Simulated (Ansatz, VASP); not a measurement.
Two plane-wave programs on Ru2C

```
Ru C
1.0
     2.81167    0.00000    0.00000
     0.00000    4.86996    0.00000
     0.00000    0.00000    4.98578
Ru C
4 2
Direct
  0.50000 0.16667 0.23626
  0.00000 0.66667 0.23626
  0.00000 0.33333 0.76374
  0.50000 0.83333 0.76374
  0.50000 0.50000 0.50000
  0.00000 0.00000 0.50000
```

Alike in both runs: task single point; functional PBE; k mesh 8 × 4 × 4; occupations gaussian, width 0.2 eV; no spin polarisation.

|  | VASP | Ansatz |
| --- | --- | --- |
| version | VASP 6.6.1 | Ansatz 0.2.0 |
| potentials or method | VASP PAW PBE potentials, release 64 (Ru_pv, C), cutoff 520 eV | scalar-relativistic, plane waves, PAW |
| valence electrons in the cell | 64 | 72 |

|  | VASP | Ansatz | Ansatz less VASP |
| --- | --- | --- | --- |
| gap on the k mesh at the Fermi level (eV) | none | none | - |
| pressure (GPa) | 0.5 | 0.3 | -0.18 |
| traceless stress, the component that is largest in VASP (GPa) | 0.25 | 0.27 | +0.015 |
| rms of the force components (eV/Å) | 0.032 | 0.016 | -0.0153 |

Atom by atom the forces differ by 0.015 eV/Å (rms over components). A gap of «none» marks a metal or a gap that the smearing closes. VASP's potentials hold 64 valence electrons a cell and Ansatz's 72, so a difference there can come from the potentials and not from the codes.
